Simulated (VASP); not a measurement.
# TiH2: single point with r2SCAN

Crystal: TiH2.

```
CELL_PARAMETERS angstrom
-1.67573 1.67573 2.20738
1.67573 -1.67573 2.20738
1.67573 1.67573 -2.20738
ATOMIC_POSITIONS crystal
Ti 0.00000 0.00000 0.00000
H 0.75000 0.25000 0.50000
H 0.25000 0.75000 0.50000
```

This cell differs from its parent crystal: strained.

```yaml
Program: VASP 6.6.1
Task: single point
Functional: r2SCAN
Potentials_or_basis: VASP PAW PBE potentials, release 64 (Ti_sv, H)
Cutoff: 520 eV
k_mesh: 18 × 18 × 18
Occupations: gaussian, width 0.1 eV
Spin: no spin polarisation
Dipole_correction: no
Further_INCAR_settings: ALGO = Normal; EDIFF = 1e-06; NBANDS = 14
```

The pressure is -16.5 GPa. The band gap on the k mesh is zero (bands 7 and 8 overlap by 0.58 eV).

Stress tensor (GPa, compression positive):
```
-16.80   0.00   0.00
  0.00 -16.80   0.00
  0.00   0.00 -15.83
```

Levels at points of the mesh, in eV from the Fermi level:
```tsv
k point	band 3	band 4	band 5	band 6	band 7	band 8	band 9	band 10	band 11	band 12
(0.00, 0.00, 0.00)	-35.04	-35.04	-10.49	-0.35	-0.35	0.06	0.08	0.99	1.49	13.63
(0.50, 0.00, 0.00)	-35.09	-35.06	-7.21	-5.54	-0.40	0.16	1.88	2.01	4.08	6.60
(0.50, 0.50, 0.00)	-35.13	-35.10	-5.95	-5.58	-2.77	1.96	1.99	2.18	5.84	6.71
(0.50, 0.50, 0.50)	-35.15	-35.15	-6.13	-5.04	-2.59	1.94	2.05	2.05	6.45	6.45
```

Run time: 4.1 min on 1 thread of Intel(R) Xeon(R) Platinum 8488C (Sapphire Rapids) (shared host), peak memory 0.28 GiB.

Caveat: the cell differs from its parent crystal (strained); the cell stands under tension; the PAW data sets were made with another functional, which shifts forces and pressure a little.
